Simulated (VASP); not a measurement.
# HfB (I4/mmm) in VASP: notebook

Runs on HfB. Level: PBEsol. Tasks: single point.

Program: VASP 6.6.1. These are calculated values, not measurements. Logs are shortened: lines on timing, memory, paths and dates and some standing lists are left out, and cuts for length are marked.

## Step 1: The cell of the first run

Symmetry: I4/mmm, No. 139, tetragonal system. Conventional cell: a = 3.487 Å, b = 3.487 Å, c = 4.747 Å, α = 90.00°, β = 90.00°, γ = 90.00°. Hf (site symmetry 4/mmm) has 6 B at 2.37 to 2.47 Å within 3.1 Å. B (site symmetry 4/mmm) has 6 Hf at 2.37 to 2.47 Å within 3.1 Å.

## Step 2: Single point, PBEsol (biaxial strain in the a-b plane: +3.0 %, then relaxed in part)

INCAR

```
SYSTEM = HfB
PREC = Accurate ; ENCUT = 520
EDIFF = 1E-6 ; ISMEAR = 0
SIGMA = 0.1 ; LREAL = .False.
LASPH = .True. ; NELM = 80
ALGO = Normal ; ISIF = 2
LWAVE = .False. ; LCHARG = .True.
GGA = PS ; LELF = .True.
LVHAR = .True. ; NBANDS = 21
```

KPOINTS

```
regular mesh
0
Gamma
  16 16 12
  0 0 0
```

POSCAR

```
HfB
1.0
    2.4657661363      2.4657661363      0.0000000000
   -2.4657661363      2.4657661363      0.0000000000
    0.0000000000      0.0000000000      4.7466256790
Hf B
2 2
Direct
    0.5000000000      0.5000000000      0.0000000000
    0.0000000000      0.0000000000      0.5000000000
    0.0000000000      0.0000000000      0.0000000000
    0.5000000000      0.5000000000      0.5000000000
```

Potentials or basis: VASP PAW PBE potentials, release 64 (Hf_pv, B).

Launch:

```sh
> cat potpaw_PBE.64/Hf_pv/POTCAR potpaw_PBE.64/B/POTCAR > POTCAR
> mpirun -np 1 vasp_std > vasp.out
```

OUTCAR:

```text
SYSTEM = HfB
   PREC = Accurate
   ENCUT = 520
   EDIFF = 1E-6
   ISMEAR = 0
   LREAL = .False.
   LASPH = .True.
   NELM = 80
   ISIF = 2
   GGA = PS

 ion  position               nearest neighbor table
   1  0.500  0.500  0.000-   4 2.37   4 2.37   3 2.47   3 2.47   3 2.47   3 2.47   2 3.42   2 3.42
                             2 3.42   2 3.42   2 3.42   2 3.42   2 3.42   2 3.42
   2  0.000  0.000  0.500-   3 2.37   3 2.37   4 2.47   4 2.47   4 2.47   4 2.47   1 3.42   1 3.42
                             1 3.42   1 3.42   1 3.42   1 3.42   1 3.42   1 3.42
   3  0.000  0.000  0.000-   2 2.37   2 2.37   1 2.47   1 2.47   1 2.47   1 2.47
   4  0.500  0.500  0.500-   1 2.37   1 2.37   2 2.47   2 2.47   2 2.47   2 2.47

  LATTYP: Found a simple tetragonal cell.
 ALAT       =     3.4871199116
 C/A-ratio  =     1.3611879715

  Lattice vectors:

 A1 = (   2.4657661363,   2.4657661363,   0.0000000000)
 A2 = (  -2.4657661363,   2.4657661363,   0.0000000000)
 A3 = (   0.0000000000,   0.0000000000,   4.7466256790)

Analysis of symmetry for initial positions (statically):
=====================================================================
 Subroutine PRICEL returns following result:

  LATTYP: Found a body centered tetragonal cell.
 ALAT       =     3.4871199116
 C/A-ratio  =     1.3611879715

  Lattice vectors:

 A1 = (   0.0000000000,  -2.4657661363,  -2.3733128395)
 A2 = (   0.0000000000,   2.4657661363,  -2.3733128395)
 A3 = (   2.4657661363,   0.0000000000,   2.3733128395)

   2 primitive cells build up your supercell.

 Routine SETGRP: Setting up the symmetry group for a
 simple tetragonal supercell.

 Subroutine GETGRP returns: Found 16 space group operations
 (whereof 16 operations were pure point group operations)
 out of a pool of 16 trial point group operations.

The static configuration has the point symmetry D_4h.

Analysis of symmetry for dynamics (positions and initial velocities):
=====================================================================
 Subroutine PRICEL returns following result:

  LATTYP: Found a body centered tetragonal cell.
 ALAT       =     3.4871199116
 C/A-ratio  =     1.3611879715

  Lattice vectors:

 A1 = (   0.0000000000,  -2.4657661363,  -2.3733128395)
 A2 = (   0.0000000000,   2.4657661363,  -2.3733128395)
 A3 = (   2.4657661363,   0.0000000000,   2.3733128395)

   2 primitive cells build up your supercell.

 Routine SETGRP: Setting up the symmetry group for a
 simple tetragonal supercell.

 Subroutine GETGRP returns: Found 16 space group operations
 (whereof 16 operations were pure point group operations)
 out of a pool of 16 trial point group operations.

The dynamic configuration has the point symmetry D_4h.

 Subroutine INISYM returns: Found 16 space group operations
 (whereof 16 operations are pure point group operations),
 and found     2 'primitive' translations

----------------------------------------------------------------------------------------

                                     Primitive cell

  volume of cell :      28.8595

  direct lattice vectors                    reciprocal lattice vectors
     0.000000000 -2.465766136 -2.373312840     0.202776732 -0.202776732 -0.210675976
     0.000000000  2.465766136 -2.373312840     0.202776732  0.202776732 -0.210675976
     2.465766136  0.000000000  2.373312840     0.405553465  0.000000000  0.000000000

  length of vectors
     3.422370008  3.422370008  3.422370008     0.355838690  0.355838690  0.405553465

  position of ions in fractional coordinates (direct lattice)
     0.500000000  0.500000000  0.000000000
     0.000000000  0.000000000  0.000000000

  ion indices of the primitive-cell ions
   primitive index   ion index
                 1           1
                 2           4

----------------------------------------------------------------------------------------

 KPOINTS: regular mesh

Automatic generation of k-mesh.
 Grid dimensions read from file:
 generate k-points for:   16   16   12

 Generating k-lattice:

  Cartesian coordinates                     Fractional coordinates (reciprocal lattice)
     0.012673546  0.012673546  0.000000000     0.062500000  0.000000000  0.000000000
    -0.012673546  0.012673546  0.000000000     0.000000000  0.062500000  0.000000000
     0.000000000  0.000000000  0.017556331     0.000000000  0.000000000  0.083333333

  Length of vectors
     0.017923100  0.017923100  0.017556331

  Shift w.r.t. Gamma in fractional coordinates (k-lattice)
     0.000000000  0.000000000  0.000000000

 Subroutine IBZKPT returns following result:
 ===========================================

 Found    315 irreducible k-points:

 Following reciprocal coordinates:
            Coordinates               Weight
  0.000000  0.000000  0.000000      1.000000
  0.062500  0.000000  0.000000      4.000000
  0.125000  0.000000  0.000000      4.000000
  0.187500  0.000000  0.000000      4.000000
  0.250000  0.000000  0.000000      4.000000
  0.312500  0.000000  0.000000      4.000000
[... 16 lines left out ...]
  0.437500  0.125000  0.000000      8.000000
  0.500000  0.125000  0.000000      4.000000
 [... further k-points ...]
   k-points           NKPTS =    315   k-points in BZ     NKDIM =    315   number of bands    NBANDS=     21
   number of dos      NEDOS =    301   number of ions     NIONS =      4
   total plane-waves  NPLWV =  28224
   dimension x,y,z NGX =    28 NGY =   28 NGZ =   36
   dimension x,y,z NGXF=    56 NGYF=   56 NGZF=   72
   ions per type =               2   2
   NGX,Y,Z   is equivalent  to a cutoff of  13.35, 13.35, 12.61 a.u.
   NGXF,Y,Z  is equivalent  to a cutoff of  26.70, 26.70, 25.22 a.u.
 SYSTEM =  HfB
   PREC   = accura    normal or accurate (medium, high low for compatibility)
   ISTART =      0    job   : 0-new  1-cont  2-samecut
   ICHARG =      2    charge: 1-file 2-atom 10-const
   ISPIN  =      1    spin polarized calculation?
   LNONCOLLINEAR =      F non collinear calculations
   LSORBIT =      F    spin-orbit coupling
   LASPH  =      T    aspherical Exc in radial PAW
   ENCUT  =  520.0 eV  38.22 Ry    6.18 a.u.   6.48  6.48  8.83*2*pi/ulx,y,z
   NELM   =     80;   NELMIN=  2; NELMDL= -5     # of ELM steps
   EDIFF  = 0.1E-05   stopping-criterion for ELM
   LREAL  =      F    real-space projection
   EDIFFG = 0.1E-04   stopping-criterion for IOM
   NSW    =      0    number of steps for IOM
   IBRION =     -1    ionic relax: 0-MD 1-quasi-New 2-CG
   NFREE  =      0    steps in history (QN), initial steepest desc. (CG)
   ISIF   =      2    stress and relaxation
   ISYM   =      2    0-nonsym 1-usesym 2-fastsym
   POTIM  = 0.5000    time-step for ionic-motion
   TEBEG  =    0.0;   TEEND  =   0.0 temperature during run
   PSTRESS=    0.0 pullay stress
   NELECT =      26.0000    total number of electrons
   NUPDOWN=      -1.0000    fix difference up-down
   EMIN   =  10.00;   EMAX   =-10.00  energy-range for DOS
   EFERMI =   0.00;   METHOD = LEGACY
   ISMEAR =     0;   SIGMA  =   0.10  broadening in eV -4-tet -1-fermi 0-gaus
   EFERMI_NEDOS =   21; number of points for ismear=-14 and -15
   IALGO  =     38    algorithm
   IMIX   =      4    mixing-type and parameters
     AMIX     =   0.40;   BMIX     =  1.00
     AMIX_MAG =   1.60;   BMIX_MAG =  1.00
  volume/ion in A,a.u.               =      14.43        97.38
  Fermi-wavevector in a.u.,A,eV,Ry     =   1.254950  2.371511 21.427803  1.574899
  Thomas-Fermi vector in A             =   2.388730
   LORBIT       =      0    0 simple, 1 ext, 2 COOP (PROOUT), +10 PAW based schemes
   GGA     = PS    functional components
   LHFCALC =     F    Hartree Fock is set to
   AEXX    =    0.0000 exact exchange contribution
   IVDW    =     0    specifies the selected vdW correction
   LEPSILON=     F    determine dielectric tensor
   LRPA    =     F    only Hartree local field effects (RPA)
 non-spin polarized calculation
 Gauss-broadening in eV      SIGMA  =   0.10
  energy-cutoff  :      520.00
  volume of cell :       57.72
 maximum number of plane-waves:      1586
 NGX is ok and might be reduce to    28
   NGX = 13   NGY = 13   NGZ = 17

 number of electron      25.9999993 magnetization

 Free energy of the ion-electron system (eV)
  ---------------------------------------------------
  ext. energy  EPLUGINS =         0.00000000
  ---------------------------------------------------
  free energy    TOTEN  =       -36.69722003 eV

  energy without entropy =      -36.68761744  energy(sigma->0) =      -36.69241874

 E-fermi :   4.0476     XC(G=0): -11.6700

 val. band max:        4.0368668896   @ k =   0.1875   0.1250   0.2500
 cond. band min:       4.0491454216   @ k =   0.3125   0.2500   0.0000
 fundamental gap:      0.0122785320
 Fermi energy:         4.0476449000

 k-point     1 :       0.0000    0.0000    0.0000
  band No.  band energies     occupation
      1     -25.4111      2.00000
      2     -25.2114      2.00000
      3     -25.2114      2.00000
      4     -25.0463      2.00000
      5     -25.0463      2.00000
      6     -25.0323      2.00000
[... 13 lines left out ...]
     20       7.7868      0.00000
     21       9.3215      0.00000

 k-point     2 :       0.0625    0.0000    0.0000
  band No.  band energies     occupation
      1     -25.4069      2.00000
      2     -25.2171      2.00000
      3     -25.2090      2.00000
      4     -25.0554      2.00000
      5     -25.0470      2.00000
      6     -25.0353      2.00000
[... 13 lines left out ...]
     20       8.5049      0.00000
     21       9.5931      0.00000

 k-point     3 :       0.1250    0.0000    0.0000
  band No.  band energies     occupation
      1     -25.3945      2.00000
      2     -25.2330      2.00000
      3     -25.2019      2.00000
      4     -25.0814      2.00000
      5     -25.0492      2.00000
      6     -25.0443      2.00000
[... 13 lines left out ...]
     20       9.6060      0.00000
     21      10.2822      0.00000

 k-point     4 :       0.1875    0.0000    0.0000
  band No.  band energies     occupation
      1     -25.3746      2.00000
      2     -25.2561      2.00000
      3     -25.1906      2.00000
      4     -25.1206      2.00000
      5     -25.0593      2.00000
      6     -25.0531      2.00000
[... 13 lines left out ...]
     20      10.0893      0.00000
     21      10.7647      0.00000

 k-point     5 :       0.2500    0.0000    0.0000
  band No.  band energies     occupation
      1     -25.3481      2.00000
      2     -25.2821      2.00000
      3     -25.1761      2.00000
      4     -25.1678      2.00000
      5     -25.0798      2.00000
      6     -25.0590      2.00000
[... 13 lines left out ...]
     20      10.2741      0.00000
     21      10.6647      0.00000

 k-point     6 :       0.3125    0.0000    0.0000
  band No.  band energies     occupation
      1     -25.3165      2.00000
      2     -25.3057      2.00000
      3     -25.2166      2.00000
      4     -25.1592      2.00000
      5     -25.1055      2.00000
      6     -25.0672      2.00000
[... 13 lines left out ...]
     20      10.6225      0.00000
     21      10.7692      0.00000

 k-point     7 :       0.3750    0.0000    0.0000
  band No.  band energies     occupation
      1     -25.3221      2.00000
      2     -25.2811      2.00000
      3     -25.2611      2.00000
      4     -25.1412      2.00000
      5     -25.1358      2.00000
      6     -25.0778      2.00000
[... 13 lines left out ...]
     20      10.5166      0.00000
     21      11.1456      0.00000
[... 291 lines left out ...]
      1     -25.3355      2.00000
      2     -25.2867      2.00000
      3     -25.1866      2.00000
      4     -25.1824      2.00000
      5     -25.0875      2.00000
      6     -25.0777      2.00000
[... 13 lines left out ...]
     20       9.9996      0.00000
     21      10.6723      0.00000

 k-point    21 :       0.3125    0.1250    0.0000
  band No.  band energies     occupation
      1     -25.3106      2.00000
      2     -25.3059      2.00000
      3     -25.2293      2.00000
      4     -25.1712      2.00000
      5     -25.1110      2.00000
      6     -25.0856      2.00000
[... 13 lines left out ...]
     20      10.5796      0.00000
     21      10.6802      0.00000

 k-point    22 :       0.3750    0.1250    0.0000
  band No.  band energies     occupation
      1     -25.3278      2.00000
      2     -25.2731      2.00000
      3     -25.2722      2.00000
      4     -25.1544      2.00000
      5     -25.1387      2.00000
      6     -25.0954      2.00000
[... 13 lines left out ...]
     20      10.6513      0.00000
     21      10.9678      0.00000

 k-point    23 :       0.4375    0.1250    0.0000
  band No.  band energies     occupation
      1     -25.3342      2.00000
      2     -25.3059      2.00000
      3     -25.2384      2.00000
      4     -25.1699      2.00000
      5     -25.1376      2.00000
      6     -25.1075      2.00000
[... 13 lines left out ...]
     20      10.5714      0.00000
     21      11.1109      0.00000

 k-point    24 :       0.5000    0.1250    0.0000
  band No.  band energies     occupation
      1     -25.3270      2.00000
      2     -25.3270      2.00000
      3     -25.2035      2.00000
      4     -25.2035      2.00000
      5     -25.1217      2.00000
      6     -25.1217      2.00000
[... 13 lines left out ...]
     20      10.4330      0.00000
     21      11.2211      0.00000

 [... further k-points ...]

------------------------ aborting loop because EDIFF is reached ----------------------------------------

  FORCE on cell =-STRESS in cart. coord.  units (eV):
  Direction    XX          YY          ZZ          XY          YZ          ZX
  --------------------------------------------------------------------------------------
  -------------------------------------------------------------------------------------
  Total       -4.2138182     -4.2138182      0.1004654      0.0000000     -0.0000000      0.0000000
  in kB     -116.9681515   -116.9681515      2.7887412      0.0000000     -0.0000000      0.0000000
  external PRESSURE =     -77.0491873 kB  Pullay stress =       0.0000000 kB

 VOLUME and BASIS-vectors are now :
 -----------------------------------------------------------------------------
  energy-cutoff  :      520.00
  volume of cell :       57.72
      direct lattice vectors                 reciprocal lattice vectors
     2.465766136  2.465766136  0.000000000     0.202776732  0.202776732  0.000000000
    -2.465766136  2.465766136  0.000000000    -0.202776732  0.202776732  0.000000000
     0.000000000  0.000000000  4.746625679     0.000000000  0.000000000  0.210675976

 POSITION                                       TOTAL-FORCE (eV/Angst)
 -----------------------------------------------------------------------------------
      0.00000      2.46577      0.00000        -0.000000      0.000000      0.000000
      0.00000      0.00000      2.37331         0.000000     -0.000000      0.000000
      0.00000      0.00000      0.00000        -0.000000      0.000000      0.000000
      0.00000      2.46577      2.37331        -0.000000      0.000000     -0.000000
 -----------------------------------------------------------------------------------
    total drift:                               -0.000000      0.000000     -0.000000

  FREE ENERGIE OF THE ION-ELECTRON SYSTEM (eV)
  ---------------------------------------------------
  free  energy   TOTEN  =       -36.6972200349 eV

  energy  without entropy=      -36.6876174413  energy(sigma->0) =      -36.69241874
```

Wall time 8.1 min (1 thread of Intel Xeon 8259CL, shared host); peak memory 0.44 GiB.

What came out:

* Free energy: -36.6972 eV
* Pressure: -7.7 GPa
* Band gap on the k mesh: zero (bands 13 and 14 overlap by 3.36 eV)

Caveat: the cell differs from its parent crystal (biaxial strain in the a-b plane: +3.0 %, then relaxed in part); the stress differs along the axes, from -12 to 0 GPa; the PAW data sets were made with another functional, which shifts forces and pressure a little; spin-orbit coupling is left out, which moves the levels of the heavy elements.

(Part 1 of 2 ends here.)
